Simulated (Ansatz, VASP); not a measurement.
**One calculation of Y5N, two programs**

```xyz
6
Lattice="6.1876 0.0000 0.0000 -3.0938 5.3586 0.0000 0.0000 0.0000 6.0356" Properties=species:S:1:pos:R:3 pbc="T T T"
Y     3.0938    1.7862    0.0000
Y     3.0938    0.0000    3.0178
Y     1.5469    2.6793    3.0178
Y    -1.5469    2.6793    3.0178
Y     0.0000    3.5724    0.0000
N     0.0000    0.0000    0.0000
```

Change from the starting cell: species swapped into the KAu5 type (P6/mmm, No. 191).

Alike in both runs: functional PBE; k mesh 6 × 6 × 4; occupations gaussian, width 0.1 eV; no spin polarisation.

Ansatz relaxed the structure, and its values are those at the end. VASP's run is a single point on that final structure, the one shown.

```csv
,VASP,Ansatz
version,VASP 6.6.1,Ansatz 0.2.0
potentials or method,"VASP PAW PBE potentials, release 64 (Y_sv, N), cutoff 520 eV","scalar-relativistic, plane waves, PAW"
valence electrons in the cell,60,60
```

```tsv
	VASP	Ansatz	Ansatz less VASP
gap on the k mesh at the Fermi level (eV)	none	none	-
pressure (GPa)	-0.1	0.0	+0.07
```

A gap of «none» marks a metal or a gap that the smearing closes.
